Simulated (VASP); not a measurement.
# GaN in VASP: a series of runs

GaN is run at these levels: PBE; tasks: single point.

All numbers are computed with VASP 6.6.1; they aren't measurements. Logs are shortened: lines on timing, memory, paths and dates and some standing lists are left out, and cuts for length are marked.

**1. The cell of the first run**

The structure is tetragonal, space group I4/mmm (No. 139). Conventional cell: a = 2.790 Å, b = 2.790 Å, c = 3.985 Å, α = 90.00°, β = 90.00°, γ = 90.00°. Ga (site symmetry 4/mmm) has 6 N at 1.97 to 1.99 Å within 2.6 Å. Within 2.6 Å of N (site symmetry 4/mmm) lie 6 Ga at 1.97 to 1.99 Å.

**2. Single point, PBE (equal xx and yy strain of -1 %)**

Contents of INCAR:

```
  PREC = Accurate
  ENCUT = 520
  EDIFF = 1E-7
  ISMEAR = -1
  SIGMA = 0.02
  LREAL = False
  LASPH = True
  NELM = 100
  ALGO = Normal
  ISIF = 2
  LWAVE = False
  LCHARG = False
  GGA = PE
  NBANDS = 16
```

Contents of KPOINTS:

```
Automatic mesh
0
Gamma
  13 13 13
```

Contents of POSCAR:

```
GaN
1.0
    0.0000000000      1.9725750000      1.9925000000
    1.9725750000      0.0000000000      1.9925000000
    1.9725750000      1.9725750000      0.0000000000
Ga N
1 1
Direct
    0.5000000000      0.5000000000      0.5000000000
    0.0000000000      0.0000000000      0.0000000000
```

Potentials or basis: VASP PAW PBE potentials, release 64 (Ga_d, N).

The run is started by

```console
$ cat potpaw_PBE.64/Ga_d/POTCAR potpaw_PBE.64/N/POTCAR > POTCAR
$ mpirun -np 1 vasp_std > vasp.out
```

OUTCAR:

```text
PREC = Accurate
   ENCUT = 520
   EDIFF = 1E-7
   ISMEAR = -1
   LREAL = False
   LASPH = True
   NELM = 100
   ISIF = 2
   GGA = PE

 ion  position               nearest neighbor table
   1  0.500  0.500  0.500-   2 1.97   2 1.97   2 1.97   2 1.97   2 1.99   2 1.99
   2  0.000  0.000  0.000-   1 1.97   1 1.97   1 1.97   1 1.97   1 1.99   1 1.99

  LATTYP: Found a body centered tetragonal cell.
 ALAT       =     2.7896423178
 C/A-ratio  =     1.4284985479

  Lattice vectors:

 A1 = (  -1.9725750000,   0.0000000000,   1.9925000000)
 A2 = (   1.9725750000,   0.0000000000,   1.9925000000)
 A3 = (   0.0000000000,   1.9725750000,  -1.9925000000)

Analysis of symmetry for initial positions (statically):
=====================================================================
 Subroutine PRICEL returns:
 Original cell was already a primitive cell.

 Routine SETGRP: Setting up the symmetry group for a
 body centered tetragonal supercell.

 Subroutine GETGRP returns: Found 16 space group operations
 (whereof 16 operations were pure point group operations)
 out of a pool of 16 trial point group operations.

The static configuration has the point symmetry D_4h.

Analysis of symmetry for dynamics (positions and initial velocities):
=====================================================================
 Subroutine PRICEL returns:
 Original cell was already a primitive cell.

 Routine SETGRP: Setting up the symmetry group for a
 body centered tetragonal supercell.

 Subroutine GETGRP returns: Found 16 space group operations
 (whereof 16 operations were pure point group operations)
 out of a pool of 16 trial point group operations.

The dynamic configuration has the point symmetry D_4h.

 Subroutine INISYM returns: Found 16 space group operations
 (whereof 16 operations are pure point group operations),
 and found     1 'primitive' translations

----------------------------------------------------------------------------------------

                                     Primitive cell

  volume of cell :      15.5058

  direct lattice vectors                    reciprocal lattice vectors
     0.000000000  1.972575000  1.992500000    -0.253475787  0.253475787  0.250941029
     1.972575000  0.000000000  1.992500000     0.253475787 -0.253475787  0.250941029
     1.972575000  1.972575000  0.000000000     0.253475787  0.253475787 -0.250941029

  length of vectors
     2.803766820  2.803766820  2.789642318     0.437574392  0.437574392  0.437574392

  position of ions in fractional coordinates (direct lattice)
     0.500000000  0.500000000  0.500000000
     0.000000000  0.000000000  0.000000000

  ion indices of the primitive-cell ions
   primitive index   ion index
                 1           1
                 2           2

----------------------------------------------------------------------------------------

 KPOINTS: Automatic mesh

Automatic generation of k-mesh.
 Grid dimensions read from file:
 generate k-points for:   13   13   13

 Generating k-lattice:

  Cartesian coordinates                     Fractional coordinates (reciprocal lattice)
    -0.019498137  0.019498137  0.019303156     0.076923077  0.000000000  0.000000000
     0.019498137 -0.019498137  0.019303156     0.000000000  0.076923077  0.000000000
     0.019498137  0.019498137 -0.019303156    -0.000000000 -0.000000000  0.076923077

  Length of vectors
     0.033659569  0.033659569  0.033659569

  Shift w.r.t. Gamma in fractional coordinates (k-lattice)
     0.000000000  0.000000000  0.000000000

 Subroutine IBZKPT returns following result:
 ===========================================

 Found    196 irreducible k-points:

 Following reciprocal coordinates:
            Coordinates               Weight
  0.000000  0.000000  0.000000      1.000000
  0.076923 -0.000000  0.000000      8.000000
  0.153846  0.000000  0.000000      8.000000
  0.230769  0.000000  0.000000      8.000000
  0.307692  0.000000  0.000000      8.000000
  0.384615  0.000000  0.000000      8.000000
[... 16 lines left out ...]
  0.384615  0.153846  0.000000      8.000000
  0.461538  0.153846  0.000000      8.000000
 [... further k-points ...]
   k-points           NKPTS =    196   k-points in BZ     NKDIM =    196   number of bands    NBANDS=     16
   number of dos      NEDOS =    301   number of ions     NIONS =      2
   total plane-waves  NPLWV =  13824
   dimension x,y,z NGX =    24 NGY =   24 NGZ =   24
   dimension x,y,z NGXF=    48 NGYF=   48 NGZF=   48
   ions per type =               1   1
   NGX,Y,Z   is equivalent  to a cutoff of  14.23, 14.23, 14.30 a.u.
   NGXF,Y,Z  is equivalent  to a cutoff of  28.46, 28.46, 28.61 a.u.
 SYSTEM =  unknown system
   PREC   = accura    normal or accurate (medium, high low for compatibility)
   ISTART =      0    job   : 0-new  1-cont  2-samecut
   ICHARG =      2    charge: 1-file 2-atom 10-const
   ISPIN  =      1    spin polarized calculation?
   LNONCOLLINEAR =      F non collinear calculations
   LSORBIT =      F    spin-orbit coupling
   LASPH  =      T    aspherical Exc in radial PAW
   ENCUT  =  520.0 eV  38.22 Ry    6.18 a.u.   5.21  5.21  5.19*2*pi/ulx,y,z
   NELM   =    100;   NELMIN=  2; NELMDL= -5     # of ELM steps
   EDIFF  = 0.1E-06   stopping-criterion for ELM
   LREAL  =      F    real-space projection
   EDIFFG = 0.1E-05   stopping-criterion for IOM
   NSW    =      0    number of steps for IOM
   IBRION =     -1    ionic relax: 0-MD 1-quasi-New 2-CG
   NFREE  =      0    steps in history (QN), initial steepest desc. (CG)
   ISIF   =      2    stress and relaxation
   ISYM   =      2    0-nonsym 1-usesym 2-fastsym
   POTIM  = 0.5000    time-step for ionic-motion
   TEBEG  =    0.0;   TEEND  =   0.0 temperature during run
   PSTRESS=    0.0 pullay stress
   NELECT =      18.0000    total number of electrons
   NUPDOWN=      -1.0000    fix difference up-down
   EMIN   =  10.00;   EMAX   =-10.00  energy-range for DOS
   EFERMI =   0.00;   METHOD = LEGACY
   ISMEAR =    -1;   SIGMA  =   0.02  broadening in eV -4-tet -1-fermi 0-gaus
   EFERMI_NEDOS =   21; number of points for ismear=-14 and -15
   IALGO  =     38    algorithm
   IMIX   =      4    mixing-type and parameters
     AMIX     =   0.40;   BMIX     =  1.00
     AMIX_MAG =   1.60;   BMIX_MAG =  1.00
  volume/ion in A,a.u.               =       7.75        52.32
  Fermi-wavevector in a.u.,A,eV,Ry     =   1.720550  3.251367 40.277205  2.960291
  Thomas-Fermi vector in A             =   2.796968
   LORBIT       =      0    0 simple, 1 ext, 2 COOP (PROOUT), +10 PAW based schemes
   GGA     = PE    functional components
   LHFCALC =     F    Hartree Fock is set to
   AEXX    =    0.0000 exact exchange contribution
   IVDW    =     0    specifies the selected vdW correction
   LEPSILON=     F    determine dielectric tensor
   LRPA    =     F    only Hartree local field effects (RPA)
 non-spin polarized calculation
  energy-cutoff  :      520.00
  volume of cell :       15.51
 maximum number of plane-waves:       431
 NGX is ok and might be reduce to    24
   NGX = 11   NGY = 11   NGZ = 11

 number of electron      17.9999996 magnetization

 Free energy of the ion-electron system (eV)
  ---------------------------------------------------
  ext. energy  EPLUGINS =         0.00000000
  ---------------------------------------------------
  free energy    TOTEN  =       -10.38581560 eV

  energy without entropy =      -10.38581560  energy(sigma->0) =      -10.38581560

 E-fermi :  11.1613     XC(G=0): -14.2437

 val. band max:       10.6400370105   @ k =  -0.2308   0.1538   0.0000
 cond. band min:      12.6281647145   @ k =   0.4615   0.0000   0.4615
 fundamental gap:      1.9881277040
 Fermi energy:        11.1613264896

 k-point     1 :       0.0000    0.0000    0.0000
  band No.  band energies     occupation
      1      -8.8846      2.00000
      2      -3.4081      2.00000
      3      -3.3955      2.00000
      4      -3.3955      2.00000
      5      -3.2517      2.00000
      6      -3.2329      2.00000
[... 8 lines left out ...]
     15      29.1579      0.00000
     16      29.6712      0.00000

 k-point     2 :       0.0769   -0.0000    0.0000
  band No.  band energies     occupation
      1      -8.7446      2.00000
      2      -3.4129      2.00000
      3      -3.3921      2.00000
      4      -3.3849      2.00000
      5      -3.2679      2.00000
      6      -3.2514      2.00000
[... 8 lines left out ...]
     15      28.8584      0.00000
     16      29.0715      0.00000

 k-point     3 :       0.1538    0.0000    0.0000
  band No.  band energies     occupation
      1      -8.3312      2.00000
      2      -3.4455      2.00000
      3      -3.4057      2.00000
      4      -3.3932      2.00000
      5      -3.2710      2.00000
      6      -3.2638      2.00000
[... 8 lines left out ...]
     15      28.9216      0.00000
     16      28.9842      0.00000

 k-point     4 :       0.2308    0.0000    0.0000
  band No.  band energies     occupation
      1      -7.6667      2.00000
      2      -3.5002      2.00000
      3      -3.4873      2.00000
      4      -3.4754      2.00000
      5      -3.2087      2.00000
      6      -3.2085      2.00000
[... 8 lines left out ...]
     15      29.9851      0.00000
     16      29.9964      0.00000
[... 324 lines left out ...]
 k-point    22 :       0.3077    0.1538    0.0000
  band No.  band energies     occupation
      1      -7.1012      2.00000
      2      -3.5907      2.00000
      3      -3.5182      2.00000
      4      -3.3720      2.00000
      5      -3.1406      2.00000
      6      -3.0953      2.00000
[... 8 lines left out ...]
     15      33.0785      0.00000
     16      34.4165      0.00000

 k-point    23 :       0.3846    0.1538    0.0000
  band No.  band energies     occupation
      1      -6.3583      2.00000
      2      -3.6748      2.00000
      3      -3.4954      2.00000
      4      -3.4619      2.00000
      5      -3.0353      2.00000
      6      -2.9643      2.00000
[... 8 lines left out ...]
     15      33.3024      0.00000
     16      35.8140      0.00000

 k-point    24 :       0.4615    0.1538    0.0000
  band No.  band energies     occupation
      1      -5.6855      2.00000
      2      -3.7558      2.00000
      3      -3.5505      2.00000
      4      -3.4435      2.00000
      5      -3.0052      2.00000
      6      -2.7130      2.00000
[... 8 lines left out ...]
     15      33.7027      0.00000
     16      37.2449      0.00000

 [... further k-points ...]

------------------------ aborting loop because EDIFF is reached ----------------------------------------

  FORCE on cell =-STRESS in cart. coord.  units (eV):
  Direction    XX          YY          ZZ          XY          YZ          ZX
  --------------------------------------------------------------------------------------
  -------------------------------------------------------------------------------------
  Total        7.9802114      7.9802114      7.4308417      0.0000000      0.0000000     -0.0000000
  in kB      824.5739350    824.5739350    767.8090373      0.0000000      0.0000000     -0.0000000
  external PRESSURE =     805.6523024 kB  Pullay stress =       0.0000000 kB

 VOLUME and BASIS-vectors are now :
 -----------------------------------------------------------------------------
  energy-cutoff  :      520.00
  volume of cell :       15.51
      direct lattice vectors                 reciprocal lattice vectors
     0.000000000  1.972575000  1.992500000    -0.253475787  0.253475787  0.250941029
     1.972575000  0.000000000  1.992500000     0.253475787 -0.253475787  0.250941029
     1.972575000  1.972575000  0.000000000     0.253475787  0.253475787 -0.250941029

 POSITION                                       TOTAL-FORCE (eV/Angst)
 -----------------------------------------------------------------------------------
      1.97257      1.97257      1.99250         0.000000     -0.000000     -0.000000
      0.00000      0.00000      0.00000        -0.000000      0.000000      0.000000
 -----------------------------------------------------------------------------------
    total drift:                                0.000000     -0.000000      0.000000

  FREE ENERGIE OF THE ION-ELECTRON SYSTEM (eV)
  ---------------------------------------------------
  free  energy   TOTEN  =       -10.3858155951 eV

  energy  without entropy=      -10.3858155951  energy(sigma->0) =      -10.38581560
```

Run time: 54 s. Hardware: 1 thread of Intel Xeon 8259CL, shared host; peak memory 0.18 GiB.

Results:

```yaml
Free_energy: -10.3858 eV
Pressure: 80.6 GPa
Band_gap_on_the_k_mesh: 1.99 eV (least direct gap 5.46 eV)
```

Stress tensor (GPa, compression positive):
```
82.46  0.00  0.00
 0.00 82.46  0.00
 0.00  0.00 76.78
```

Levels at points of the mesh, in eV from the valence-band top:
```csv
k point,band 6,band 7,band 8,band 9,band 10,band 11,band 12,band 13
"(0.00, 0.00, 0.00)",-13.87,-0.85,-0.85,-0.76,4.70,15.86,15.94,15.94
```

Caveat: the cell differs from its parent crystal (equal xx and yy strain of -1 %); the cell stands under pressure; an odd mesh through Γ misses points on the zone boundary, where band edges can lie.

(Part 1 of 2 ends here.)
